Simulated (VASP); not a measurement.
# TiC (dlda) (Fm-3m) in VASP: further runs

TiC (dlda) is run at these levels: LDA; tasks: single point.

Everything below comes from runs of VASP 6.6.1. Logs are shortened: lines on timing, memory, paths and dates and some standing lists are left out, and cuts for length are marked.

## Step 1: The cell of the first run

The structure is cubic, space group Fm-3m (No. 225). Conventional cell: a = 4.331 Å, b = 4.331 Å, c = 4.331 Å, α = 90.00°, β = 90.00°, γ = 90.00°. Ti (site symmetry m-3m) has 6 C at 2.17 Å within 2.9 Å. Within 2.9 Å of C (site symmetry m-3m) lie 6 Ti at 2.17 Å.

## Step 2: Single point, LDA

File INCAR:

```
SYSTEM = TiC
PREC     = Accurate       ! precision mode
ENCUT    = 520            ! plane-wave cutoff, eV
EDIFF    = 1E-6           ! SCF threshold, eV
ISMEAR   = 0              ! smearing method
SIGMA    = 0.1            ! smearing width, eV
LREAL    = .False.        ! projectors in reciprocal space
LASPH    = .True.         ! aspherical terms in the spheres
NELM     = 100            ! most SCF steps
ALGO     = Normal         ! electronic algorithm
ISIF     = 2              ! what is computed and relaxed
LWAVE    = .False.        ! write WAVECAR
LCHARG   = .False.        ! write CHGCAR
GGA      = CA             ! functional
NBANDS   = 15             ! bands
```

File KPOINTS:

```
Automatic mesh
0
Gamma
  8 8 8
  0 0 0
```

File POSCAR:

```
TiC
1.0
    0.0000000000      2.1657188400      2.1657188400
    2.1657188400      0.0000000000      2.1657188400
    2.1657188400      2.1657188400      0.0000000000
Ti C
1 1
Direct
    0.0000000000      0.0000000000      0.0000000000
    0.5000000000      0.5000000000      0.5000000000
```

Potentials or basis: VASP PAW LDA potentials, release 64 (Ti_sv, C).

Started as:

```
> cat potpaw_LDA.64/Ti_sv/POTCAR potpaw_LDA.64/C/POTCAR > POTCAR
> mpirun -np 1 vasp_std > vasp.out
```

OUTCAR:

```text
SYSTEM = TiC
   PREC = Accurate
   ENCUT = 520
   EDIFF = 1E-6
   ISMEAR = 0
   LREAL = .False.
   LASPH = .True.
   NELM = 100
   ISIF = 2
   GGA = CA

 ion  position               nearest neighbor table
   1  0.000  0.000  0.000-   2 2.17   2 2.17   2 2.17   2 2.17   2 2.17   2 2.17
   2  0.500  0.500  0.500-   1 2.17   1 2.17   1 2.17   1 2.17   1 2.17   1 2.17

  LATTYP: Found a face centered cubic cell.
 ALAT       =     4.3314376800

  Lattice vectors:

 A1 = (   0.0000000000,   2.1657188400,   2.1657188400)
 A2 = (   2.1657188400,   0.0000000000,   2.1657188400)
 A3 = (   2.1657188400,   2.1657188400,   0.0000000000)

Analysis of symmetry for initial positions (statically):
=====================================================================
 Subroutine PRICEL returns:
 Original cell was already a primitive cell.

 Routine SETGRP: Setting up the symmetry group for a
 face centered cubic supercell.

 Subroutine GETGRP returns: Found 48 space group operations
 (whereof 48 operations were pure point group operations)
 out of a pool of 48 trial point group operations.

The static configuration has the point symmetry O_h .

Analysis of symmetry for dynamics (positions and initial velocities):
=====================================================================
 Subroutine PRICEL returns:
 Original cell was already a primitive cell.

 Routine SETGRP: Setting up the symmetry group for a
 face centered cubic supercell.

 Subroutine GETGRP returns: Found 48 space group operations
 (whereof 48 operations were pure point group operations)
 out of a pool of 48 trial point group operations.

The dynamic configuration has the point symmetry O_h .

 Subroutine INISYM returns: Found 48 space group operations
 (whereof 48 operations are pure point group operations),
 and found     1 'primitive' translations

----------------------------------------------------------------------------------------

                                     Primitive cell

  volume of cell :      20.3159

  direct lattice vectors                    reciprocal lattice vectors
     0.000000000  2.165718840  2.165718840    -0.230870227  0.230870227  0.230870227
     2.165718840  0.000000000  2.165718840     0.230870227 -0.230870227  0.230870227
     2.165718840  2.165718840  0.000000000     0.230870227  0.230870227 -0.230870227

  length of vectors
     3.062788956  3.062788956  3.062788956     0.399878963  0.399878963  0.399878963

  position of ions in fractional coordinates (direct lattice)
[... 83 lines left out ...]
   IBRION =     -1    ionic relax: 0-MD 1-quasi-New 2-CG
   NFREE  =      0    steps in history (QN), initial steepest desc. (CG)
   ISIF   =      2    stress and relaxation
   ISYM   =      2    0-nonsym 1-usesym 2-fastsym
   POTIM  = 0.5000    time-step for ionic-motion
   TEBEG  =    0.0;   TEEND  =   0.0 temperature during run
   PSTRESS=    0.0 pullay stress
   NELECT =      16.0000    total number of electrons
   NUPDOWN=      -1.0000    fix difference up-down
   EMIN   =  10.00;   EMAX   =-10.00  energy-range for DOS
   EFERMI =   0.00;   METHOD = LEGACY
   ISMEAR =     0;   SIGMA  =   0.10  broadening in eV -4-tet -1-fermi 0-gaus
   EFERMI_NEDOS =   21; number of points for ismear=-14 and -15
   IALGO  =     38    algorithm
   IMIX   =      4    mixing-type and parameters
     AMIX     =   0.40;   BMIX     =  1.00
     AMIX_MAG =   1.60;   BMIX_MAG =  1.00
  volume/ion in A,a.u.               =      10.16        68.55
  Fermi-wavevector in a.u.,A,eV,Ry     =   1.511829  2.856943 31.097854  2.285628
  Thomas-Fermi vector in A             =   2.621834
   LORBIT       =      0    0 simple, 1 ext, 2 COOP (PROOUT), +10 PAW based schemes
   GGA     = CA    functional components
   LHFCALC =     F    Hartree Fock is set to
   AEXX    =    0.0000 exact exchange contribution
   IVDW    =     0    specifies the selected vdW correction
   LEPSILON=     F    determine dielectric tensor
   LRPA    =     F    only Hartree local field effects (RPA)
 non-spin polarized calculation
 Gauss-broadening in eV      SIGMA  =   0.10
  energy-cutoff  :      520.00
  volume of cell :       20.32
 maximum number of plane-waves:       568
   NGX = 11   NGY = 11   NGZ = 11

 number of electron      16.0000000 magnetization

 Free energy of the ion-electron system (eV)
  ---------------------------------------------------
  ext. energy  EPLUGINS =         0.00000000
  ---------------------------------------------------
  free energy    TOTEN  =       -20.50195919 eV

  energy without entropy =      -20.50011301  energy(sigma->0) =      -20.50103610

 E-fermi :   9.1799     XC(G=0): -12.9762

 val. band max:        8.9985890706   @ k =   0.3750   0.3750   0.0000
 cond. band min:       9.2015263617   @ k =   0.1250   0.1250   0.0000
 fundamental gap:      0.2029372910
 Fermi energy:         9.1799227347

 k-point     1 :       0.0000    0.0000    0.0000
  band No.  band energies     occupation
      1     -46.6452      2.00000
      2     -23.0518      2.00000
      3     -23.0518      2.00000
      4     -23.0518      2.00000
      5      -2.9760      2.00000
      6       9.8618      0.00000
      7       9.8618      0.00000
      8       9.8618      0.00000
      9      10.9240      0.00000
     10      10.9240      0.00000
     11      10.9240      0.00000
     12      10.9444      0.00000
     13      10.9444      0.00000
     14      19.8366      0.00000
[... 401 lines left out ...]
      2     -23.4885      2.00000
      3     -23.2353      2.00000
      4     -23.1461      2.00000
      5       0.2322      2.00000
      6       4.4013      2.00000
      7       6.2539      2.00000
      8       6.7436      2.00000
      9      11.8063      0.00000
     10      11.9476      0.00000
     11      12.9863      0.00000
     12      15.6682      0.00000
     13      16.0540      0.00000
     14      20.2326      0.00000
     15      23.4307      0.00000

 [... further k-points ...]
[... 5 lines left out ...]
  --------------------------------------------------------------------------------------
  -------------------------------------------------------------------------------------
  Total       -1.5230906     -1.5230906     -1.5230906      0.0000000      0.0000000     -0.0000000
  in kB     -120.1157869   -120.1157869   -120.1157869      0.0000000      0.0000000     -0.0000000
  external PRESSURE =    -120.1157869 kB  Pullay stress =       0.0000000 kB

 VOLUME and BASIS-vectors are now :
 -----------------------------------------------------------------------------
  energy-cutoff  :      520.00
  volume of cell :       20.32
      direct lattice vectors                 reciprocal lattice vectors
     0.000000000  2.165718840  2.165718840    -0.230870227  0.230870227  0.230870227
     2.165718840  0.000000000  2.165718840     0.230870227 -0.230870227  0.230870227
     2.165718840  2.165718840  0.000000000     0.230870227  0.230870227 -0.230870227

 POSITION                                       TOTAL-FORCE (eV/Angst)
 -----------------------------------------------------------------------------------
      0.00000      0.00000      0.00000         0.000000      0.000000     -0.000000
      2.16572      2.16572      2.16572         0.000000      0.000000      0.000000
 -----------------------------------------------------------------------------------
    total drift:                                0.000000     -0.000000     -0.000000

  FREE ENERGIE OF THE ION-ELECTRON SYSTEM (eV)
  ---------------------------------------------------
  free  energy   TOTEN  =       -20.5019591897 eV

  energy  without entropy=      -20.5001130132  energy(sigma->0) =      -20.50103610
```

OSZICAR:

```text
N       E                     dE             d eps       ncg     rms          rms(c)
DAV:   1     0.109264379193E+03    0.10926E+03   -0.77172E+03   870   0.126E+03
DAV:   2    -0.188331509312E+02   -0.12810E+03   -0.12019E+03   926   0.326E+02
DAV:   3    -0.258179172847E+02   -0.69848E+01   -0.68786E+01  1130   0.744E+01
DAV:   4    -0.260604805418E+02   -0.24256E+00   -0.24225E+00  1059   0.128E+01
DAV:   5    -0.260665466127E+02   -0.60661E-02   -0.60659E-02  1166   0.180E+00    0.180E+01
DAV:   6    -0.212680068797E+02    0.47985E+01   -0.11913E+01  1233   0.562E+01    0.716E+00
DAV:   7    -0.205616255780E+02    0.70638E+00   -0.22479E+00  1048   0.217E+01    0.489E+00
DAV:   8    -0.205336064968E+02    0.28019E-01   -0.11535E-01   919   0.331E+00    0.361E+00
DAV:   9    -0.205061392754E+02    0.27467E-01   -0.10970E-01  1172   0.451E+00    0.737E-01
DAV:  10    -0.205048055393E+02    0.13337E-02   -0.12174E-02  1082   0.131E+00    0.648E-01
DAV:  11    -0.205022929318E+02    0.25126E-02   -0.32268E-03   982   0.869E-01    0.255E-01
DAV:  12    -0.205019844116E+02    0.30852E-03   -0.55827E-04  1153   0.363E-01    0.518E-02
DAV:  13    -0.205019590633E+02    0.25348E-04   -0.72151E-05  1035   0.108E-01    0.111E-02
DAV:  14    -0.205019591897E+02   -0.12642E-06   -0.49725E-06  1010   0.186E-02
   1 F= -.20501959E+02 E0= -.20501036E+02  d E =-.184618E-02
```

stdout:

```text
POSCAR found type information on POSCAR TiC
 POSCAR found :  2 types and       2 ions
 scaLAPACK will be used
 LDA part: xc-table for (Slater(with rela. corr.)+CA(PZ))
 , standard interpolation
 POSCAR, INCAR and KPOINTS ok, starting setup
 FFT: planning ... GRIDC
 FFT: planning ... GRID_SOFT
 FFT: planning ... GRID
 WAVECAR not read
 entering main loop
```

It took 6.9 s on 1 thread of Intel Xeon Platinum 8488C (Sapphire Rapids), shared host; peak memory 0.13 GiB.

What came out:

```
Free energy            : -20.5020 eV
Pressure               : -12.0 GPa
Band gap on the k mesh : zero (band 8 reaches 9.86 eV, above the bottom of band 9 at 8.82 eV)
```

## Step 3: Single point, LDA

This run uses another cell than the first one, of 9.67 Å³/atom, 0.952 times its volume.

File INCAR:

```
ALGO = Normal
EDIFF = 1E-6
ENCUT = 520
GGA = CA
ISIF = 2
ISMEAR = 0
LASPH = True
LCHARG = False
LREAL = False
LWAVE = False
NBANDS = 15
NELM = 80
PREC = Accurate
SIGMA = 0.1
```

File KPOINTS:

```
k-points
0
Gamma
  8 8 8
```

File POSCAR:

```
TiC
1.0
    0.0000000000      2.1303899824      2.1303899824
    2.1303899824      0.0000000000      2.1303899824
    2.1303899824      2.1303899824      0.0000000000
Ti C
1 1
Direct
    0.0000000000      0.0000000000      0.0000000000
    0.5000000000      0.5000000000      0.5000000000
```

Potentials or basis: VASP PAW LDA potentials, release 64 (Ti_sv, C).

Started as:

```
> cat potpaw_LDA.64/Ti_sv/POTCAR potpaw_LDA.64/C/POTCAR > POTCAR
> mpirun -np 1 vasp_std > vasp.out
```

OUTCAR:

```text
EDIFF = 1E-6
   ENCUT = 520
   GGA = CA
   ISIF = 2
   ISMEAR = 0
   LASPH = True
   LREAL = False
   NELM = 80
   PREC = Accurate

 ion  position               nearest neighbor table
   1  0.000  0.000  0.000-   2 2.13   2 2.13   2 2.13   2 2.13   2 2.13   2 2.13
   2  0.500  0.500  0.500-   1 2.13   1 2.13   1 2.13   1 2.13   1 2.13   1 2.13

  LATTYP: Found a face centered cubic cell.
 ALAT       =     4.2607799648

  Lattice vectors:

 A1 = (   0.0000000000,   2.1303899824,   2.1303899824)
 A2 = (   2.1303899824,   0.0000000000,   2.1303899824)
[... 611 lines left out ...]
     12      16.7101      0.00000
     13      17.0693      0.00000
     14      21.2237      0.00000
     15      24.5633      0.00000

 [... further k-points ...]
[... 5 lines left out ...]
  --------------------------------------------------------------------------------------
  -------------------------------------------------------------------------------------
  Total        0.0891671      0.0891671      0.0891671      0.0000000     -0.0000000     -0.0000000
  in kB        7.3876769      7.3876769      7.3876769      0.0000000     -0.0000000     -0.0000000
  external PRESSURE =       7.3876769 kB  Pullay stress =       0.0000000 kB

 VOLUME and BASIS-vectors are now :
 -----------------------------------------------------------------------------
  energy-cutoff  :      520.00
  volume of cell :       19.34
      direct lattice vectors                 reciprocal lattice vectors
     0.000000000  2.130389982  2.130389982    -0.234698813  0.234698813  0.234698813
     2.130389982  0.000000000  2.130389982     0.234698813 -0.234698813  0.234698813
     2.130389982  2.130389982  0.000000000     0.234698813  0.234698813 -0.234698813

 POSITION                                       TOTAL-FORCE (eV/Angst)
 -----------------------------------------------------------------------------------
      0.00000      0.00000      0.00000         0.000000      0.000000      0.000000
      2.13039      2.13039      2.13039         0.000000     -0.000000     -0.000000
 -----------------------------------------------------------------------------------
    total drift:                                0.000000     -0.000000     -0.000000

  FREE ENERGIE OF THE ION-ELECTRON SYSTEM (eV)
  ---------------------------------------------------
  free  energy   TOTEN  =       -20.5371509971 eV

  energy  without entropy=      -20.5354413282  energy(sigma->0) =      -20.53629616
```

OSZICAR:

```text
N       E                     dE             d eps       ncg     rms          rms(c)
DAV:   1     0.115017537189E+03    0.11502E+03   -0.79808E+03   870   0.128E+03
DAV:   2    -0.184890589292E+02   -0.13351E+03   -0.12446E+03   926   0.335E+02
DAV:   3    -0.256797969113E+02   -0.71907E+01   -0.70667E+01  1092   0.773E+01
DAV:   4    -0.259685319988E+02   -0.28874E+00   -0.28848E+00  1083   0.139E+01
DAV:   5    -0.259740649616E+02   -0.55330E-02   -0.55317E-02  1108   0.176E+00    0.190E+01
DAV:   6    -0.211734907474E+02    0.48006E+01   -0.11571E+01  1220   0.566E+01    0.687E+00
DAV:   7    -0.205781314625E+02    0.59536E+00   -0.19836E+00  1027   0.206E+01    0.527E+00
DAV:   8    -0.205453108199E+02    0.32821E-01   -0.11450E-01   989   0.389E+00    0.306E+00
DAV:   9    -0.205402529705E+02    0.50578E-02   -0.72752E-02  1141   0.308E+00    0.762E-01
DAV:  10    -0.205386520479E+02    0.16009E-02   -0.93608E-03  1109   0.131E+00    0.579E-01
DAV:  11    -0.205371810784E+02    0.14710E-02   -0.27834E-03   996   0.797E-01    0.106E-01
DAV:  12    -0.205371590028E+02    0.22076E-04   -0.26646E-04   947   0.183E-01    0.389E-02
DAV:  13    -0.205371512251E+02    0.77777E-05   -0.13887E-05  1073   0.343E-02    0.487E-03
DAV:  14    -0.205371509971E+02    0.22806E-06   -0.37941E-07   668   0.692E-03
   1 F= -.20537151E+02 E0= -.20536296E+02  d E =-.170967E-02
```

stdout:

```text
POSCAR found type information on POSCAR TiC
 POSCAR found :  2 types and       2 ions
 scaLAPACK will be used
 LDA part: xc-table for (Slater(with rela. corr.)+CA(PZ))
 , standard interpolation
 POSCAR, INCAR and KPOINTS ok, starting setup
 FFT: planning ... GRIDC
 FFT: planning ... GRID_SOFT
 FFT: planning ... GRID
 WAVECAR not read
 entering main loop
```

It took 6.8 s on 1 thread of Intel Xeon Platinum 8488C (Sapphire Rapids), shared host; peak memory 0.13 GiB.

Results:

```
Free energy            : -20.5372 eV
Pressure               : 0.7 GPa
Band gap on the k mesh : zero (band 8 reaches 10.47 eV, above the bottom of band 9 at 9.41 eV)
```

Levels at points of the mesh, in eV from the Fermi level:
| k point | band 6 | band 7 | band 8 | band 9 | band 10 | band 11 |
| --- | --- | --- | --- | --- | --- | --- |
| (0.00, 0.00, 0.00) | 0.70 | 0.70 | 0.70 | 1.80 | 1.80 | 1.80 |
| (0.50, 0.00, 0.00) | -6.00 | -3.01 | -3.01 | 3.12 | 3.12 | 4.40 |
| (0.50, 0.50, 0.00) | -3.35 | -1.78 | 0.09 | 0.09 | 2.95 | 3.77 |

(Part 1 of 2 ends here.)
